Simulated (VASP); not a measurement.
The system is ZrB.

```xyz
2
Lattice="0.0000 2.3250 2.3250 2.3250 0.0000 2.3250 2.3250 2.3250 0.0000" Properties=species:S:1:pos:R:3 pbc="T T T"
Zr    0.0000    0.0000    0.0000
B     2.3250    2.3250    2.3250
```

- Program: VASP 6.6.1
- Task: relaxation of cell and atoms
- Functional: LDA
- Potentials or basis: VASP PAW LDA potentials, release 64 (Zr_sv, B)
- Cutoff: 600 eV
- k mesh: 10 × 10 × 10
- Occupations: fermi-dirac, width 0.05 eV
- Spin: no spin polarisation
- Hubbard terms: Zr d U = 3.0 eV

At the start: pressure 35.2 GPa; volume 12.57 Å³/atom.

Problem. How do energy, volume and symmetry change on relaxing?

Solution. Over 18 steps the energy falls by 205.1 meV/atom and the volume is 14.69 Å³/atom (+16.9 %); space group Fm-3m (No. 225, to 0.05 Å).

Step by step:
```
step  energy change (eV)  largest force (eV/Å)  pressure (GPa)  volume (Å³)
   1              0.0000                0.0000           35.19        25.14
   2              0.2374                0.0000          -24.06        36.58
   3             -0.4092                0.0000           -1.30        29.60
   4             -0.4102                0.0000           -0.20        29.40
   5             -0.4101                0.0000            0.31        29.31
   6             -0.4101                0.0000            0.33        29.31
   7             -0.4101                0.0000            0.30        29.32
   8             -0.4101                0.0000            0.30        29.32
   9             -0.4101                0.0000            0.29        29.32
  10             -0.4101                0.0000            0.29        29.32
  11             -0.4101                0.0000            0.29        29.32
  12             -0.4101                0.0000            0.29        29.32
  13             -0.4101                0.0000            0.30        29.32
  14             -0.4101                0.0000            0.30        29.32
  15             -0.4102                0.0000            0.26        29.33
  16             -0.4102                0.0000            0.22        29.33
  17             -0.4102                0.0000            0.16        29.35
  18             -0.4102                0.0000           -0.04        29.38
```

Final structure:
```cif
data_structure
_symmetry_space_group_name_H-M 'P 1'
_symmetry_Int_Tables_number 1
_cell_length_a 3.4634
_cell_length_b 3.4634
_cell_length_c 3.4634
_cell_angle_alpha 60.000
_cell_angle_beta 60.000
_cell_angle_gamma 60.000
_cell_volume 29.38
loop_
_atom_site_label
_atom_site_type_symbol
_atom_site_fract_x
_atom_site_fract_y
_atom_site_fract_z
_atom_site_occupancy
Zr1 Zr 0.00000 0.00000 0.00000 1
B1 B 0.50000 0.50000 0.50000 1
```

Caveat: the electronic state changed during the relaxation; the volume moved by over 15 % at a fixed basis, so the end points are rough; the volume moved by +17 % from the deposited cell, more than functionals usually miss; U without spin polarisation on a metal has little footing; the U is typed as a test and isn't derived for this compound.
